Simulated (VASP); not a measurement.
Here is a VASP 6.6.1 calculation.

INCAR

```
SYSTEM = Rb
PREC = Accurate ; ENCUT = 520
EDIFF = 1E-6 ; ISMEAR = -1
SIGMA = 0.1 ; LREAL = .FALSE.
LASPH = .TRUE. ; NELM = 60
ALGO = Normal ; ISIF = 2
LWAVE = .FALSE. ; LCHARG = .FALSE.
GGA = B5 ; ALDAX = 1.0
AGGAX = 1.0 ; AGGAC = 1.0
ALDAC = 0.0 ; NBANDS = 10
```

File KPOINTS:

```
regular mesh
0
G
  12 12 12
  0 0 0
```

Contents of POSCAR:

```
Rb
1.0
    0.0000000000      3.6325977135      3.6325977135
    3.6325977135      0.0000000000      3.6325977135
    3.6325977135      3.6325977135      0.0000000000
Rb
1
Direct
    0.0000000000      0.0000000000      0.0000000000
```

Potentials or basis: VASP PAW PBE potentials, release 64 (Rb_sv).

Launch:

```bash
$ cat potpaw_PBE.64/Rb_sv/POTCAR > POTCAR
$ mpirun -np 1 vasp_std > vasp.out
```

(1) What does it give for the pressure?

Results:

(1) 0.0 GPa.

Caveat: the PAW data sets were made with another functional, which shifts forces and pressure a little.
